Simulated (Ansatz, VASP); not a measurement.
# CdS in VASP and in Ansatz

```
Cd S
1.0
     0.00000    2.97859    2.97859
     2.97859    0.00000    2.97859
     2.97859    2.97859    0.00000
Cd S
1 1
Cartesian
  0.0000 0.0000 0.0000
  1.4893 1.4893 1.4893
```

Alike in both runs: functional r2SCAN; k mesh 8 × 8 × 8; occupations fermi-dirac, width 0.02 eV; no spin polarisation.

Ansatz relaxed the structure, and its values are those at the end. VASP's run is a single point on that final structure, the one shown.

|  | VASP | Ansatz |
| --- | --- | --- |
| version | VASP 6.6.1 | Ansatz 0.2.0 |
| potentials or method | VASP PAW PBE potentials, release 64 (Cd, S), cutoff 520 eV | PAW plane waves |
| valence electrons in the cell | 18 | 26 |

Ansatz gave:

| Quantity | Value |
| --- | --- |
| gap on the k mesh at the Fermi level (eV) | 1.45 |
| pressure (GPa) | -2.2 |

Task: Estimate VASP's values.

Result: gap on the k mesh at the Fermi level (eV): 1.44; pressure (GPa): -2.0.

VASP's potentials were made for PBE, not for r2SCAN. VASP's potentials hold 18 valence electrons a cell and Ansatz's 26, so a difference there can come from the potentials and not from the codes. Ansatz's warnings: stress scf threshold loose.
